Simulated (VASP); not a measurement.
# CaSnCl6 (R-3m) in VASP: a series of runs, part 2 of 2

VASP 6.6.1. Earlier steps stand in the parts before.

## Step 4: Relaxation of cell and atoms, PBEsol

This run uses another cell than the first one, of 29.60 Å³/atom.

The input, INCAR:

```
ALGO     = Normal         # electronic algorithm
EDIFF    = 1E-6           # SCF threshold, eV
EDIFFG   = -0.01          # ionic threshold
ENCUT    = 600            # plane-wave cutoff, eV
GGA      = PS             # functional
IBRION   = 2              # ionic algorithm
ISIF     = 3              # what is computed and relaxed
ISMEAR   = -1             # smearing method
LASPH    = True           # aspherical terms in the spheres
LCHARG   = False          # write CHGCAR
LREAL    = False          # projectors in reciprocal space
LWAVE    = False          # write WAVECAR
NELM     = 60             # most SCF steps
NSW      = 100            # ionic steps
PREC     = Accurate       # precision mode
SIGMA    = 0.03           # smearing width, eV
```

The input, KPOINTS:

```
k-points
0
Gamma
  4 4 4
```

The input, POSCAR:

```
CaSnCl6
1.0
    4.7357441100      2.7341831400      3.0483336400
   -4.7357441100      2.7341831400      3.0483336400
    0.0000000000     -5.4683662700      3.0483336400
Ca Sn Cl
1 1 6
Direct
    0.5000000000      0.5000000000      0.5000000000
    0.0000000000      0.0000000000      0.0000000000
    0.9399501200      0.2918228700      0.2918228700
    0.2918228700      0.9399501200      0.2918228700
    0.2918228700      0.2918228700      0.9399501200
    0.0600498800      0.7081771300      0.7081771300
    0.7081771300      0.0600498800      0.7081771300
    0.7081771300      0.7081771300      0.0600498800
```

Potentials or basis: VASP PAW PBE potentials, release 64 (Ca_sv, Sn_d, Cl).

Started as:

```
> cat potpaw_PBE.64/Ca_sv/POTCAR potpaw_PBE.64/Sn_d/POTCAR potpaw_PBE.64/Cl/POTCAR > POTCAR
> mpirun -np 1 vasp_std > vasp.out
```

OUTCAR:

```text
EDIFF = 1E-6
   EDIFFG = -0.01
   ENCUT = 600
   GGA = PS
   IBRION = 2
   ISIF = 3
   ISMEAR = -1
   LASPH = True
   LREAL = False
   NELM = 60
   NSW = 100
   PREC = Accurate

 ion  position               nearest neighbor table
   1  0.500  0.500  0.500-
   2  0.000  0.000  0.000-   3 2.50   4 2.50   6 2.50   7 2.50   5 2.50   8 2.50
   3  0.940  0.292  0.292-   2 2.50
   4  0.292  0.940  0.292-   2 2.50
   5  0.292  0.292  0.940-   2 2.50
   6  0.060  0.708  0.708-   2 2.50
   7  0.708  0.060  0.708-   2 2.50
   8  0.708  0.708  0.060-   2 2.50

  LATTYP: Found a trigonal (rhomboedric) cell.
 ALAT       =     6.2606203925
 COS(alpha) =    -0.1443838184

  Lattice vectors:

 A1 = (   4.7357441100,   2.7341831400,   3.0483336400)
 A2 = (  -4.7357441100,   2.7341831400,   3.0483336400)
 A3 = (   0.0000000000,  -5.4683662700,   3.0483336400)

Analysis of symmetry for initial positions (statically):
=====================================================================
 Subroutine PRICEL returns:
 Original cell was already a primitive cell.

 Routine SETGRP: Setting up the symmetry group for a
 trigonal (rhombohedral) supercell.

 Subroutine GETGRP returns: Found 12 space group operations
 (whereof 12 operations were pure point group operations)
 out of a pool of 12 trial point group operations.

The static configuration has the point symmetry D_3d.

Analysis of symmetry for dynamics (positions and initial velocities):
=====================================================================
 Subroutine PRICEL returns:
 Original cell was already a primitive cell.

 Routine SETGRP: Setting up the symmetry group for a
 trigonal (rhombohedral) supercell.

 Subroutine GETGRP returns: Found 12 space group operations
 (whereof 12 operations were pure point group operations)
 out of a pool of 12 trial point group operations.

The dynamic configuration has the point symmetry D_3d.

 Subroutine INISYM returns: Found 12 space group operations
 (whereof 12 operations are pure point group operations),
[... 129 lines left out ...]
  energy-cutoff  :      600.00
  volume of cell :      236.83
 maximum number of plane-waves:      7919
   NGX = 25   NGY = 25   NGZ = 25

--------------------------------------- Ionic step        1  -------------------------------------------

 number of electron      65.9999992 magnetization

 Free energy of the ion-electron system (eV)
  ---------------------------------------------------
  ext. energy  EPLUGINS =         0.00000000
  ---------------------------------------------------
  free energy    TOTEN  =       -28.02167703 eV

  energy without entropy =      -28.02167703  energy(sigma->0) =      -28.02167703

------------------------ aborting loop because EDIFF is reached ----------------------------------------

  FORCE on cell =-STRESS in cart. coord.  units (eV):
  Direction    XX          YY          ZZ          XY          YZ          ZX
  --------------------------------------------------------------------------------------
  -------------------------------------------------------------------------------------
  Total       -4.1194073     -4.1194073    -10.0634358      0.0000000     -0.0000000      0.0000000
  in kB      -27.8686378    -27.8686378    -68.0812133      0.0000000     -0.0000001      0.0000000
  external PRESSURE =     -41.2728296 kB  Pullay stress =       0.0000000 kB
[... 107 lines left out ...]
  FREE ENERGIE OF THE ION-ELECTRON SYSTEM (eV)
  ---------------------------------------------------
  free  energy   TOTEN  =       -28.4851375918 eV

  energy  without entropy=      -28.4851375918  energy(sigma->0) =      -28.48513759

 E-fermi :   0.2602     XC(G=0):  -7.8486

 val. band max:       -0.4073813953   @ k =   0.5000   0.0000   0.0000
 cond. band min:       1.8670212888   @ k =   0.0000   0.0000   0.0000
 fundamental gap:      2.2744026841
 Fermi energy:         0.2602014177

 k-point     1 :       0.0000    0.0000    0.0000
  band No.  band energies     occupation
      1     -38.5443      2.00000
      2     -20.8564      2.00000
      3     -20.8564      2.00000
      4     -20.6988      2.00000
      5     -20.6841      2.00000
      6     -20.6841      2.00000
[... 535 lines left out ...]
     38       7.1221      0.00000
     39       7.1221      0.00000

[... ionic steps 4 to 53 ...]

--------------------------------------- Ionic step       54  -------------------------------------------

 number of electron      66.0000014 magnetization

------------------------ aborting loop because EDIFF is reached ----------------------------------------
[... 79 lines left out ...]
--------------------------------------- Ionic step       56  -------------------------------------------

 number of electron      66.0000013 magnetization

 Free energy of the ion-electron system (eV)
  ---------------------------------------------------
  ext. energy  EPLUGINS =         0.00000000
  ---------------------------------------------------
  free energy    TOTEN  =       -29.87700285 eV

  energy without entropy =      -29.87700285  energy(sigma->0) =      -29.87700285

 E-fermi :  -1.0480     XC(G=0):  -6.9097

 val. band max:       -1.7918316113   @ k =   0.0000   0.0000   0.0000
 cond. band min:       0.8208584207   @ k =   0.0000   0.0000   0.0000
 fundamental gap:      2.6126900321
 Fermi energy:        -1.0479771684

 k-point     1 :       0.0000    0.0000    0.0000
  band No.  band energies     occupation
      1     -40.2081      2.00000
      2     -22.1749      2.00000
      3     -22.1749      2.00000
      4     -22.0353      2.00000
      5     -22.0112      2.00000
      6     -22.0112      2.00000
[... 570 lines left out ...]
  FREE ENERGIE OF THE ION-ELECTRON SYSTEM (eV)
  ---------------------------------------------------
  free  energy   TOTEN  =       -29.8770028453 eV

  energy  without entropy=      -29.8770028453  energy(sigma->0) =      -29.87700285

 reached required accuracy - stopping structural energy minimisation
```

CONTCAR:

```text
CaSnCl6
   1.00000000000000
     6.0271837501278220    3.4797961635981141    2.2829141673943050
    -6.0271837501278220    3.4797961635981141    2.2829141673943050
     0.0000000000000000   -6.9595923178593662    2.2829141699905460
  Ca              Sn              Cl
     1     1     6
Direct
     0.5000000000000000    0.5000000000000000    0.5000000000000000
     0.0000000000000000    0.0000000000000000    0.0000000000000000
     0.0293034096815335    0.3103836936498234    0.3103836936525056
     0.3103836936498234    0.0293034096815335    0.3103836936525056
     0.3103836936467320    0.3103836936467320    0.0293034096812856
     0.9706965903184668    0.6896163063501767    0.6896163063474944
     0.6896163063501767    0.9706965903184667    0.6896163063474944
     0.6896163063532679    0.6896163063532679    0.9706965903187146

  0.00000000E+00  0.00000000E+00  0.00000000E+00
  0.00000000E+00  0.00000000E+00  0.00000000E+00
  0.00000000E+00  0.00000000E+00  0.00000000E+00
  0.00000000E+00  0.00000000E+00  0.00000000E+00
  0.00000000E+00  0.00000000E+00  0.00000000E+00
  0.00000000E+00  0.00000000E+00  0.00000000E+00
  0.00000000E+00  0.00000000E+00  0.00000000E+00
  0.00000000E+00  0.00000000E+00  0.00000000E+00
```

Run time: 50 min. Hardware: 1 thread of Intel Xeon 6975P-C (Granite Rapids), shared host; peak memory 0.45 GiB.

What came out:

- Free energy: -29.8770 eV
- Relaxed volume: 35.91 Å³/atom
- Relaxed cell: a = 7.324 Å, b = 7.324 Å, c = 7.324 Å, α = 110.75°, β = 110.75°, γ = 110.75°
- Space group after relaxing (to 0.1 Å): R-3m (No. 166)
- Energy gained by relaxing: 231.9 meV/atom
- Ionic steps: 56
- Pressure after relaxing: 0.0 GPa
- Largest force after relaxing: 0.003 eV/Å
- Band gap on the k mesh: 2.61 eV

Forces in eV/Å, atoms in the order of the input:
```
Ca   0.000  0.000  0.000
Sn   0.000  0.000  0.000
Cl  -0.001 -0.001 -0.003
Cl   0.001 -0.001 -0.003
Cl   0.000  0.002 -0.003
Cl   0.001  0.001  0.003
Cl  -0.001  0.001  0.003
Cl   0.000 -0.002  0.003
```

Step by step:
| step | energy change (eV) | largest force (eV/Å) | pressure (GPa) | volume (Å³) |
| --- | --- | --- | --- | --- |
| 1 | 0.0000 | 0.1483 | -4.13 | 236.83 |
| 3 | -0.4635 | 0.8105 | 0.39 | 210.85 |
| 5 | -0.7106 | 0.2726 | 0.48 | 201.06 |
| 7 | -0.7339 | 0.2334 | -0.24 | 203.68 |
| 9 | -0.7542 | 0.2219 | -0.54 | 205.05 |
| 11 | -0.7679 | 0.1900 | 1.23 | 202.14 |
| 13 | -0.8163 | 0.0516 | 0.49 | 204.55 |
| 15 | -1.1229 | 0.1286 | 2.16 | 213.54 |
| 17 | -1.2759 | 0.3846 | 4.20 | 218.26 |
| 19 | -1.2743 | 0.5475 | 4.91 | 219.85 |
| 21 | -1.3065 | 0.5916 | 4.86 | 222.41 |
| 23 | -1.2794 | 0.8886 | 5.05 | 232.27 |
| 25 | -1.3522 | 0.6908 | 4.69 | 228.29 |
| 27 | -1.5408 | 0.4662 | 2.79 | 236.53 |
| 29 | -1.6640 | 0.5365 | 0.13 | 251.52 |
| 31 | -1.7157 | 0.4386 | 0.12 | 253.66 |
| 33 | -1.8196 | 0.0921 | 0.35 | 263.38 |
| 35 | -1.8290 | 0.1556 | -0.25 | 269.97 |
| 37 | -1.8370 | 0.0408 | 0.00 | 273.02 |
| 39 | -1.8453 | 0.0485 | 0.23 | 274.41 |
| 41 | -1.8465 | 0.0658 | 0.37 | 275.19 |
| 43 | -1.8506 | 0.0488 | 0.03 | 279.26 |
| 45 | -1.8522 | 0.0444 | 0.00 | 280.71 |
| 47 | -1.8537 | 0.0143 | 0.05 | 283.02 |
| 49 | -1.8543 | 0.0064 | 0.06 | 283.89 |
| 51 | -1.8550 | 0.0242 | -0.04 | 286.83 |
| 53 | -1.8550 | 0.0213 | -0.02 | 286.62 |
| 55 | -1.8552 | 0.0121 | -0.01 | 286.94 |
| 56 | -1.8553 | 0.0031 | 0.01 | 287.28 |

Final structure:
```yaml
crystal:
  lattice:
    - [6.02718, 3.47980, 2.28291]
    - [-6.02718, 3.47980, 2.28291]
    - [0.00000, -6.95959, 2.28291]
  atoms:
    - { symbol: Ca, position: [0.50000, 0.50000, 0.50000] }
    - { symbol: Sn, position: [0.00000, 0.00000, 0.00000] }
    - { symbol: Cl, position: [0.02930, 0.31038, 0.31038] }
    - { symbol: Cl, position: [0.31038, 0.02930, 0.31038] }
    - { symbol: Cl, position: [0.31038, 0.31038, 0.02930] }
    - { symbol: Cl, position: [0.97070, 0.68962, 0.68962] }
    - { symbol: Cl, position: [0.68962, 0.97070, 0.68962] }
    - { symbol: Cl, position: [0.68962, 0.68962, 0.97070] }
```

Levels at points of the mesh, in eV from the valence-band top:
```tsv
k point	band 29	band 30	band 31	band 32	band 33	band 34	band 35	band 36	band 37	band 38
(0.00, 0.00, 0.00)	-0.57	-0.57	-0.48	-0.48	0.00	2.61	5.72	6.33	6.33	6.61
(0.50, 0.00, 0.00)	-0.61	-0.45	-0.39	-0.31	-0.16	3.45	5.69	5.96	6.05	6.92
(0.50, 0.50, 0.00)	-0.68	-0.53	-0.45	-0.44	-0.11	3.29	5.71	6.26	6.33	6.62
(0.50, 0.50, 0.50)	-0.73	-0.45	-0.34	-0.34	-0.06	2.82	5.77	6.04	6.04	7.33
```

Caveat: the volume moved by over 15 % at a fixed basis, so the end points are rough; the PAW data sets were made with another functional, which shifts forces and pressure a little; spin-orbit coupling is left out, which moves the levels of the heavy elements.

## Step 5: Summary

```tsv
task	level	cell	cutoff (eV)	gap on the mesh (eV)	pressure (GPa)	largest force (eV/Å)
single point	PBEsol	a = 7.448 Å, angles 111.1°, 8 atoms, atomic positions A	520	2.67	0.0	0.02
single point	r2SCAN+rVV10	a = 7.098 Å, angles 110.0°, 8 atoms, atomic positions B	520	3.09	0.0	0.02
relaxation of cell and atoms	PBEsol	relaxed from a = 6.261 Å, angles 98.3°, 8 atoms, atomic positions C	600	2.61	0.0	-
```

Alike in all rows: potentials or basis VASP PAW PBE potentials, release 64 (Ca_sv, Sn_d, Cl); no spin polarisation; k mesh 4 × 4 × 4; smearing fermi-dirac 0.03 eV.

Caveats: the PAW data sets were made with another functional, which shifts forces and pressure a little; spin-orbit coupling is left out, which moves the levels of the heavy elements; the volume moved by over 15 % at a fixed basis, so the end points are rough (at least some runs).

Total energies depend on the potentials used, so only differences within one code and one set of settings carry meaning.
